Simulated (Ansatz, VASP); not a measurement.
**GaN: VASP beside Ansatz**

```xyz
2
Lattice="0.0000 2.1352 2.1352 2.1352 0.0000 2.1352 2.1352 2.1352 0.0000" Properties=species:S:1:pos:R:3 pbc="T T T"
Ga    0.0000    0.0000    0.0000
N     2.1352    2.1352    2.1352
```

Alike in both runs: task relaxation of cell and atoms; functional LDA; k mesh 8 × 8 × 8; occupations gaussian, width 0.1 eV; no spin polarisation.

```csv
,VASP,Ansatz
version,VASP 6.6.1,Ansatz 0.2.0
potentials or method,"VASP PAW LDA potentials, release 64 (Ga_d, N), cutoff 600 eV","scalar-relativistic, plane waves, PAW"
valence electrons in the cell,18,18
```

|  | VASP | Ansatz | Ansatz less VASP |
| --- | --- | --- | --- |
| gap on the k mesh at the Fermi level, each at its own relaxed structure (eV) | 0.60 | 0.61 | +0.009 |
| relaxed volume (Å³/atom) | 9.19 | 9.15 | -0.040 |
| relaxed cell length with the largest relative difference (Å) | 2.962 | 2.958 | -0.0043 |

LDA's correlation is that of Perdew and Zunger in VASP and of Perdew and Wang (1992) in Ansatz.
